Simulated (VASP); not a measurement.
Here is a VASP 6.6.1 calculation.

Contents of INCAR:

```
ALGO = Normal
EDIFF = 1E-6
ENCUT = 520
GGA = CA
ISIF = 2
ISMEAR = 0
LASPH = T
LCHARG = T
LELF = T
LREAL = F
LVHAR = T
LWAVE = F
NBANDS = 29
NELM = 100
PREC = Accurate
SIGMA = 0.05
```

File KPOINTS:

```
k-points
0
Gamma
  6 6 6
```

Contents of POSCAR:

```
CsCdCl3
1.0
    5.2780000000      0.0000000000      0.0000000000
    0.0000000000      5.2780000000      0.0000000000
    0.0000000000      0.0000000000      5.2780000000
Cs Cd Cl
1 1 3
Direct
    0.0000000000      0.0000000000      0.0000000000
    0.5000000000      0.5000000000      0.5000000000
    0.0000000000      0.5000000000      0.5000000000
    0.5000000000      0.0000000000      0.5000000000
    0.5000000000      0.5000000000      0.0000000000
```

Potentials or basis: VASP PAW LDA potentials, release 64 (Cs_sv, Cd, Cl).

Launch:

```sh
$ cat potpaw_LDA.64/Cs_sv/POTCAR potpaw_LDA.64/Cd/POTCAR potpaw_LDA.64/Cl/POTCAR > POTCAR
$ mpirun -np 1 vasp_std > vasp.out
```

Q: What does it give for the band gap on the k mesh?

A: 1.46 eV, indirect (least direct gap 1.93 eV).

Q: Predict the pressure.

A: -3.0 GPa.

Caveat: the cell differs from its parent crystal (strain +0.015 along x and y, +0.015 along z); spin-orbit coupling is left out, which moves the levels of the heavy elements. A k mesh can miss the band edges.
